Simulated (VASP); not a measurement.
Wanted: the native input for a VASP 6.6.1 run.

| Property | Result |
| --- | --- |
| Task | single point |
| Functional | PBE |
| Potentials or basis | VASP PAW PBE potentials, release 64 (Al, As) |
| Cutoff | 500 eV |
| k mesh | 10 × 10 × 10 |
| Occupations | gaussian, width 0.05 eV |
| Spin | no spin polarisation |
| Dipole correction | no |
| Further INCAR settings | ALGO = Normal; EDIFF = 1e-06; NBANDS = 11 |

The structure of AlAs lies in POSCAR:

```
AlAs
1.0
    0.0000000000      2.8304000400      2.8304000400
    2.8304000400      0.0000000000      2.8304000400
    2.8304000400      2.8304000400      0.0000000000
Al As
1 1
Direct
    0.0000000000      0.0000000000      0.0000000000
    0.7500000000      0.7500000000      0.7500000000
```

One way to write it, as run:

INCAR

```
PREC     = Accurate       # precision mode
ENCUT    = 500            # plane-wave cutoff, eV
EDIFF    = 1E-6           # SCF threshold, eV
ISMEAR   = 0              # smearing method
SIGMA    = 0.05           # smearing width, eV
LREAL    = F              # projectors in reciprocal space
LASPH    = T              # aspherical terms in the spheres
NELM     = 120            # most SCF steps
ALGO     = Normal         # electronic algorithm
ISIF     = 2              # what is computed and relaxed
LWAVE    = F              # write WAVECAR
LCHARG   = F              # write CHGCAR
GGA      = PE             # functional
NBANDS   = 11             # bands
GGA_COMPAT= F
```

KPOINTS

```
regular mesh
0
Gamma
  10 10 10
```

Potentials or basis: VASP PAW PBE potentials, release 64 (Al, As).

Run with:

```bash
$ cat potpaw_PBE.64/Al/POTCAR potpaw_PBE.64/As/POTCAR > POTCAR
$ mpirun -np 1 vasp_std > vasp.out
```

Results of the run:

```
Pressure               : 2.8 GPa
Band gap on the k mesh : 1.44 eV (least direct gap 2.06 eV)
```

Run time: 41 s on 1 thread of Intel Xeon 8259CL (shared host), peak memory 0.17 GiB.
